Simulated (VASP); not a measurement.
# Cu2O (Pn-3m) in VASP: settings compared, part 2 of 2

VASP 6.6.1. The steps go on from the part before.

**4. Relaxation of cell and atoms, RPBE**

This run uses another cell than the first one, of 12.88 Å³/atom.

Contents of INCAR:

```
SYSTEM = Cu2O
PREC = Accurate
ENCUT = 600
EDIFF = 1E-7
ISMEAR = 0
SIGMA = 0.01
LREAL = .False.
LASPH = .True.
NELM = 120
ALGO = Normal
ISIF = 3
LWAVE = .False.
LCHARG = .False.
GGA = RP
IBRION = 2
NSW = 80
EDIFFG = -0.01
GGA_COMPAT = .False.
NELMIN = 4
```

Contents of KPOINTS:

```
Automatic mesh
0
Gamma
  6 6 6
  0 0 0
```

Contents of POSCAR:

```
Cu2O
1.0
    4.2600000000      0.0000000000      0.0000000000
    0.0000000000      4.2600000000      0.0000000000
    0.0000000000      0.0000000000      4.2600000000
Cu O
4 2
Direct
    0.2500000000      0.2500000000      0.2500000000
    0.2500000000      0.7500000000      0.7500000000
    0.7500000000      0.7500000000      0.2500000000
    0.7500000000      0.2500000000      0.7500000000
    0.0000000000      0.0000000000      0.0000000000
    0.5000000000      0.5000000000      0.5000000000
```

Potentials or basis: VASP PAW PBE potentials, release 64 (Cu, O).

Command:

```sh
$ cat potpaw_PBE.64/Cu/POTCAR potpaw_PBE.64/O/POTCAR > POTCAR
$ mpirun -np 1 vasp_std > vasp.out
```

OUTCAR:

```text
SYSTEM = Cu2O
   PREC = Accurate
   ENCUT = 600
   EDIFF = 1E-7
   ISMEAR = 0
   LREAL = .False.
   LASPH = .True.
   NELM = 120
   ISIF = 3
   GGA = RP
   IBRION = 2
   NSW = 80
   EDIFFG = -0.01
   NELMIN = 4

 ion  position               nearest neighbor table
   1  0.250  0.250  0.250-   5 1.84   6 1.84
   2  0.250  0.750  0.750-   5 1.84   6 1.84
   3  0.750  0.750  0.250-   5 1.84   6 1.84
   4  0.750  0.250  0.750-   5 1.84   6 1.84
   5  0.000  0.000  0.000-   1 1.84   2 1.84   3 1.84   4 1.84
   6  0.500  0.500  0.500-   1 1.84   2 1.84   3 1.84   4 1.84

  LATTYP: Found a simple cubic cell.
 ALAT       =     4.2600000000

  Lattice vectors:

 A1 = (   4.2600000000,   0.0000000000,   0.0000000000)
 A2 = (   0.0000000000,   4.2600000000,   0.0000000000)
 A3 = (   0.0000000000,   0.0000000000,   4.2600000000)

Analysis of symmetry for initial positions (statically):
=====================================================================
 Subroutine PRICEL returns:
 Original cell was already a primitive cell.

 Routine SETGRP: Setting up the symmetry group for a
 simple cubic supercell.

 Subroutine GETGRP returns: Found 48 space group operations
 (whereof 24 operations were pure point group operations)
 out of a pool of 48 trial point group operations.

The static configuration has the point symmetry T_d .
 The point group associated with its full space group is O_h .

Analysis of symmetry for dynamics (positions and initial velocities):
[... 150 lines left out ...]
  volume of cell :       77.31
 maximum number of plane-waves:      2601
 NGX is ok and might be reduce to    36
   NGX = 17   NGY = 17   NGZ = 17

--------------------------------------- Ionic step        1  -------------------------------------------

 number of electron      55.9999976 magnetization

 Free energy of the ion-electron system (eV)
  ---------------------------------------------------
  ext. energy  EPLUGINS =         0.00000000
  ---------------------------------------------------
  free energy    TOTEN  =       -24.62701731 eV

  energy without entropy =      -24.62701731  energy(sigma->0) =      -24.62701731

 E-fermi :   5.0632     XC(G=0): -10.8612

 val. band max:        4.9574294546   @ k =   0.0000   0.0000   0.0000
 cond. band min:       5.4991571265   @ k =   0.0000   0.0000   0.0000
 fundamental gap:      0.5417276718
 Fermi energy:         5.0632014558

 k-point     1 :       0.0000    0.0000    0.0000
  band No.  band energies     occupation
      1     -15.3119      2.00000
      2     -14.5861      2.00000
      3      -2.2880      2.00000
      4      -2.2880      2.00000
      5      -2.2880      2.00000
      6       0.1035      2.00000
[... 788 lines left out ...]
--------------------------------------- Ionic step        3  -------------------------------------------

 number of electron      55.9999958 magnetization

 Free energy of the ion-electron system (eV)
  ---------------------------------------------------
  ext. energy  EPLUGINS =         0.00000000
  ---------------------------------------------------
  free energy    TOTEN  =       -24.76641357 eV

  energy without entropy =      -24.76641357  energy(sigma->0) =      -24.76641357

 E-fermi :   4.2364     XC(G=0): -10.4676

 val. band max:        4.1798543462   @ k =   0.0000   0.0000   0.0000
 cond. band min:       4.5760640530   @ k =   0.0000   0.0000   0.0000
 fundamental gap:      0.3962097068
 Fermi energy:         4.2364186503

 k-point     1 :       0.0000    0.0000    0.0000
  band No.  band energies     occupation
      1     -15.5115      2.00000
      2     -14.9132      2.00000
      3      -2.4601      2.00000
      4      -2.4601      2.00000
      5      -2.4601      2.00000
      6      -0.2423      2.00000
[... 742 lines left out ...]
  FREE ENERGIE OF THE ION-ELECTRON SYSTEM (eV)
  ---------------------------------------------------
  free  energy   TOTEN  =       -24.7664135683 eV

  energy  without entropy=      -24.7664135683  energy(sigma->0) =      -24.76641357

 reached required accuracy - stopping structural energy minimisation
```

CONTCAR:

```text
Cu2O
   1.00000000000000
     4.3637292888828432   -0.0000000000000000   -0.0000000000000000
    -0.0000000000000000    4.3637292888828432   -0.0000000000000000
     0.0000000000000000    0.0000000000000000    4.3637292888828432
  Cu              O
     4     2
Direct
     0.2500000000000000    0.2500000000000000    0.2500000000000000
     0.2500000000000000    0.7500000000000000    0.7500000000000000
     0.7500000000000000    0.7500000000000000    0.2500000000000000
     0.7500000000000000    0.2500000000000000    0.7500000000000000
     0.0000000000000000    0.0000000000000000    0.0000000000000000
     0.5000000000000000    0.5000000000000000    0.5000000000000000

  0.00000000E+00  0.00000000E+00  0.00000000E+00
  0.00000000E+00  0.00000000E+00  0.00000000E+00
  0.00000000E+00  0.00000000E+00  0.00000000E+00
  0.00000000E+00  0.00000000E+00  0.00000000E+00
  0.00000000E+00  0.00000000E+00  0.00000000E+00
  0.00000000E+00  0.00000000E+00  0.00000000E+00
```

Wall time 4.5 min (1 thread of Intel Xeon 8259CL, shared host); peak memory 0.24 GiB.

What came out:

| Item | Value |
| --- | --- |
| Free energy | -24.7664 eV |
| Relaxed volume | 13.85 Å³/atom |
| Relaxed cell | a = 4.364 Å, b = 4.364 Å, c = 4.364 Å, α = 90.00°, β = 90.00°, γ = 90.00° |
| Space group after relaxing (to 0.1 Å) | Pn-3m (No. 224) |
| Energy gained by relaxing | 23.2 meV/atom |
| Ionic steps | 3 |
| Pressure after relaxing | 0.0 GPa |
| Band gap on the k mesh | 0.40 eV |

Step by step:
```csv
step,energy change (eV),largest force (eV/Å),pressure (GPa),volume (Å³)
1,0.0000,0.0000,8.24,77.31
2,-0.1275,0.0000,-2.00,84.97
3,-0.1394,0.0000,0.02,83.09
```

Final structure:
```
CELL_PARAMETERS angstrom
4.36373 0.00000 0.00000
0.00000 4.36373 0.00000
0.00000 0.00000 4.36373
ATOMIC_POSITIONS crystal
Cu 0.25000 0.25000 0.25000
Cu 0.25000 0.75000 0.75000
Cu 0.75000 0.75000 0.25000
Cu 0.75000 0.25000 0.75000
O 0.00000 0.00000 0.00000
O 0.50000 0.50000 0.50000
```

Levels at points of the mesh, in eV from the valence-band top:
```csv
k point,band 25,band 26,band 27,band 28,band 29,band 30,band 31,band 32
"(0.00, 0.00, 0.00)",-1.42,0.00,0.00,0.00,0.40,1.50,1.50,7.56
"(0.50, 0.00, 0.00)",-1.08,-1.08,-0.35,-0.35,2.11,2.11,4.28,4.28
"(0.50, 0.50, 0.00)",-1.09,-1.09,-0.59,-0.59,1.91,1.91,3.73,3.73
"(0.50, 0.50, 0.50)",-0.92,-0.51,-0.51,-0.51,2.59,2.59,2.59,4.67
```

Caveat: the PAW data sets were made with another functional, which shifts forces and pressure a little.

**5. Relaxation of cell and atoms, PBEsol**

This run uses another cell than the first one, of 12.88 Å³/atom.

Contents of INCAR:

```
SYSTEM = Cu2O
PREC = Accurate ; ENCUT = 600
EDIFF = 1E-7 ; ISMEAR = 0
SIGMA = 0.01 ; LREAL = .FALSE.
LASPH = .TRUE. ; NELM = 120
ALGO = Normal ; ISIF = 3
LWAVE = .FALSE. ; LCHARG = .FALSE.
GGA = PS ; IBRION = 2
NSW = 80 ; EDIFFG = -0.01
GGA_COMPAT = .FALSE. ; NELMIN = 4
```

Contents of KPOINTS:

```
Automatic mesh
0
G
  6 6 6
  0 0 0
```

POSCAR is that of step 4.

Potentials or basis: VASP PAW PBE potentials, release 64 (Cu, O).

Command:

```sh
$ cat potpaw_PBE.64/Cu/POTCAR potpaw_PBE.64/O/POTCAR > POTCAR
$ mpirun -np 1 vasp_std > vasp.out
```

OUTCAR:

```text
SYSTEM = Cu2O
   PREC = Accurate
   ENCUT = 600
   EDIFF = 1E-7
   ISMEAR = 0
   LREAL = .FALSE.
   LASPH = .TRUE.
   NELM = 120
   ISIF = 3
   GGA = PS
   IBRION = 2
   NSW = 80
   EDIFFG = -0.01
   NELMIN = 4

 ion  position               nearest neighbor table
   1  0.250  0.250  0.250-   5 1.84   6 1.84
   2  0.250  0.750  0.750-   5 1.84   6 1.84
   3  0.750  0.750  0.250-   5 1.84   6 1.84
   4  0.750  0.250  0.750-   5 1.84   6 1.84
   5  0.000  0.000  0.000-   1 1.84   2 1.84   3 1.84   4 1.84
   6  0.500  0.500  0.500-   1 1.84   2 1.84   3 1.84   4 1.84

  LATTYP: Found a simple cubic cell.
 ALAT       =     4.2600000000

  Lattice vectors:
[... 191 lines left out ...]
  Direction    XX          YY          ZZ          XY          YZ          ZX
  --------------------------------------------------------------------------------------
  -------------------------------------------------------------------------------------
  Total       -1.2105407     -1.2105407     -1.2105407      0.0000000     -0.0000000     -0.0000000
  in kB      -25.0877196    -25.0877196    -25.0877196      0.0000000     -0.0000000     -0.0000000
  external PRESSURE =     -25.0877196 kB  Pullay stress =       0.0000000 kB
[... 67 lines left out ...]
--------------------------------------- Ionic step        3  -------------------------------------------

 number of electron      56.0000013 magnetization

 Free energy of the ion-electron system (eV)
  ---------------------------------------------------
  ext. energy  EPLUGINS =         0.00000000
  ---------------------------------------------------
  free energy    TOTEN  =       -29.97241257 eV

  energy without entropy =      -29.97241257  energy(sigma->0) =      -29.97241257

 E-fermi :   4.8892     XC(G=0): -11.3907

 val. band max:        4.8379674530   @ k =   0.0000   0.0000   0.0000
 cond. band min:       5.3896214004   @ k =   0.0000   0.0000   0.0000
 fundamental gap:      0.5516539475
 Fermi energy:         4.8892257167

 k-point     1 :       0.0000    0.0000    0.0000
  band No.  band energies     occupation
      1     -15.4326      2.00000
      2     -14.6349      2.00000
      3      -2.6451      2.00000
      4      -2.6451      2.00000
      5      -2.6451      2.00000
      6      -0.1976      2.00000
[... 742 lines left out ...]
  FREE ENERGIE OF THE ION-ELECTRON SYSTEM (eV)
  ---------------------------------------------------
  free  energy   TOTEN  =       -29.9724125656 eV

  energy  without entropy=      -29.9724125656  energy(sigma->0) =      -29.97241257

 reached required accuracy - stopping structural energy minimisation
```

CONTCAR:

```text
Cu2O
   1.00000000000000
     4.2311568691447610    0.0000000000000000   -0.0000000000000000
     0.0000000000000000    4.2311568691447610    0.0000000000000000
     0.0000000000000000   -0.0000000000000000    4.2311568691447610
  Cu              O
     4     2
Direct
     0.2500000000000000    0.2500000000000000    0.2500000000000000
     0.2500000000000000    0.7500000000000000    0.7500000000000000
     0.7500000000000000    0.7500000000000000    0.2500000000000000
     0.7500000000000000    0.2500000000000000    0.7500000000000000
     0.0000000000000000    0.0000000000000000    0.0000000000000000
     0.5000000000000000    0.5000000000000000    0.5000000000000000

  0.00000000E+00  0.00000000E+00  0.00000000E+00
  0.00000000E+00  0.00000000E+00  0.00000000E+00
  0.00000000E+00  0.00000000E+00  0.00000000E+00
  0.00000000E+00  0.00000000E+00  0.00000000E+00
  0.00000000E+00  0.00000000E+00  0.00000000E+00
  0.00000000E+00  0.00000000E+00  0.00000000E+00
```

Wall time 3.8 min (1 thread of Intel Xeon 8259CL, shared host); peak memory 0.24 GiB.

What came out:

```
Free energy                           : -29.9724 eV
Relaxed volume                        : 12.62 Å³/atom
Relaxed cell                          : a = 4.231 Å, b = 4.231 Å, c = 4.231 Å, α = 90.00°, β = 90.00°, γ = 90.00°
Space group after relaxing (to 0.1 Å) : Pn-3m (No. 224)
Energy gained by relaxing             : 2.1 meV/atom
Ionic steps                           : 3
Pressure after relaxing               : 0.0 GPa
Band gap on the k mesh                : 0.55 eV
```

Step by step:
| step | energy change (eV) | largest force (eV/Å) | pressure (GPa) | volume (Å³) |
| --- | --- | --- | --- | --- |
| 1 | 0.0000 | 0.0000 | -2.51 | 77.31 |
| 2 | -0.0100 | 0.0000 | 1.19 | 75.07 |
| 3 | -0.0125 | 0.0000 | 0.00 | 75.75 |

Final structure:
```
Cu O
1.0
     4.23116    0.00000    0.00000
     0.00000    4.23116    0.00000
     0.00000    0.00000    4.23116
Cu O
4 2
Direct
  0.25000 0.25000 0.25000
  0.25000 0.75000 0.75000
  0.75000 0.75000 0.25000
  0.75000 0.25000 0.75000
  0.00000 0.00000 0.00000
  0.50000 0.50000 0.50000
```

Caveat: the PAW data sets were made with another functional, which shifts forces and pressure a little. Expect the measured gap to be larger: semilocal functionals such as PBEsol lack the derivative discontinuity.

**6. Relaxation of cell and atoms, PBE+D4**

This run uses another cell than the first one, of 12.88 Å³/atom.

Contents of INCAR:

```
PREC     = Accurate       # precision mode
ENCUT    = 600            # plane-wave cutoff, eV
EDIFF    = 1E-7           # SCF threshold, eV
ISMEAR   = 0              # smearing method
SIGMA    = 0.01           # smearing width, eV
LREAL    = False          # projectors in reciprocal space
LASPH    = True           # aspherical terms in the spheres
NELM     = 120            # most SCF steps
ALGO     = Normal         # electronic algorithm
ISIF     = 3              # what is computed and relaxed
LWAVE    = False          # write WAVECAR
LCHARG   = False          # write CHGCAR
GGA      = PE             # functional
IVDW     = 13             # dispersion correction
IBRION   = 2              # ionic algorithm
NSW      = 80             # ionic steps
EDIFFG   = -0.01          # ionic threshold
GGA_COMPAT= False        
NELMIN   = 4
```

Contents of KPOINTS:

```
Automatic mesh
0
Gamma
  6 6 6
```

POSCAR is that of step 5.

Potentials or basis: VASP PAW PBE potentials, release 64 (Cu, O).

Command:

```sh
$ cat potpaw_PBE.64/Cu/POTCAR potpaw_PBE.64/O/POTCAR > POTCAR
$ mpirun -np 1 vasp_std > vasp.out
```

Wall time 3 min (1 thread of Intel Xeon 8259CL, shared host); peak memory 0.24 GiB.

It converged, with:

```yaml
Free_energy: -29.2622 eV
Relaxed_volume: 12.91 Å³/atom
Relaxed_cell: a = 4.263 Å, b = 4.263 Å, c = 4.263 Å, α = 90.00°, β = 90.00°, γ = 90.00°
Space_group_after_relaxing_to_0.1_Å: Pn-3m (No. 224)
Energy_gained_by_relaxing: 0.0 meV/atom
Ionic_steps: 2
Pressure_after_relaxing: -0.1 GPa
Band_gap_on_the_k_mesh: 0.53 eV
Dispersion_energy_per_atom: -0.333 eV
```

Final structure:
```cif
data_structure
_symmetry_space_group_name_H-M 'P 1'
_symmetry_Int_Tables_number 1
_cell_length_a 4.2626
_cell_length_b 4.2626
_cell_length_c 4.2626
_cell_angle_alpha 90.000
_cell_angle_beta 90.000
_cell_angle_gamma 90.000
_cell_volume 77.45
loop_
_atom_site_label
_atom_site_type_symbol
_atom_site_fract_x
_atom_site_fract_y
_atom_site_fract_z
_atom_site_occupancy
Cu1 Cu 0.25000 0.25000 0.25000 1
Cu2 Cu 0.25000 0.75000 0.75000 1
Cu3 Cu 0.75000 0.75000 0.25000 1
Cu4 Cu 0.75000 0.25000 0.75000 1
O1 O 0.00000 0.00000 0.00000 1
O2 O 0.50000 0.50000 0.50000 1
```

Levels at points of the mesh, in eV from the valence-band top:
```
           k point  band 24  band 25  band 26  band 27  band 28  band 29  band 30  band 31  band 32  band 33
(0.00, 0.00, 0.00)    -1.57    -1.57     0.00     0.00     0.00     0.53     1.26     1.26     7.94     7.94
(0.50, 0.00, 0.00)    -1.68    -1.19    -1.19    -0.39    -0.39     2.26     2.26     4.24     4.24     7.42
(0.50, 0.50, 0.00)    -1.47    -1.21    -1.21    -0.65    -0.65     1.92     1.92     3.85     3.85     6.82
(0.50, 0.50, 0.50)    -1.62    -0.99    -0.57    -0.57    -0.57     2.47     2.47     2.47     4.89     4.89
```

A k mesh can miss the band edges.

**7. Summary**

| task | level | cell | cutoff (eV) | gap on the mesh (eV) | pressure (GPa) | relaxed volume (Å³/atom) |
| --- | --- | --- | --- | --- | --- | --- |
| single point | RPBE | a = 4.355 Å, 6 atoms | 600 | 0.41 | 0.8 | - |
| single point | r2SCAN+D4 | a = 4.231 Å, 6 atoms | 660 | 0.81 | 0.9 | - |
| relaxation of cell and atoms | RPBE | relaxed from a = 4.260 Å, 6 atoms | 600 | 0.40 | 0.0 | 13.85 |
| relaxation of cell and atoms | PBEsol | relaxed from a = 4.260 Å, 6 atoms | 600 | 0.55 | 0.0 | 12.62 |
| relaxation of cell and atoms | PBE+D4 | relaxed from a = 4.260 Å, 6 atoms | 600 | 0.53 | -0.1 | 12.91 |

Alike in all rows: potentials or basis VASP PAW PBE potentials, release 64 (Cu, O); no spin polarisation; k mesh 6 × 6 × 6; smearing gaussian 0.01 eV.

Caveats: the PAW data sets were made with another functional, which shifts forces and pressure a little (at least some runs).

Total energies depend on the potentials used, so only differences within one code and one set of settings carry meaning.

**8. How close it comes**

Step 2. Measured gap of Cu2O: 2.17 eV (direct; quoted in “Importance of surface oxygen vacancies for ultrafast hot carrier relaxation and transport in Cu2O”, 2021, arxiv:2103.03167). This calculation gives 0.41 eV (-1.76 eV). So large a miss can be the level of theory's own, or it may mean another phase, state or a wrong row. The value is that of RPBE on a finite k mesh, which can miss the band edges, without temperature or zero-point motion. Semilocal functionals fall short of measured gaps as a rule.

Step 3. Measured gap of Cu2O: 2.17 eV (direct; quoted in “Importance of surface oxygen vacancies for ultrafast hot carrier relaxation and transport in Cu2O”, 2021, arxiv:2103.03167). This calculation gives 0.81 eV (-1.36 eV). So large a miss can be the level of theory's own, or it may mean another phase, state or a wrong row. The value is that of r2SCAN+D4 on a finite k mesh, which can miss the band edges, without temperature or zero-point motion.
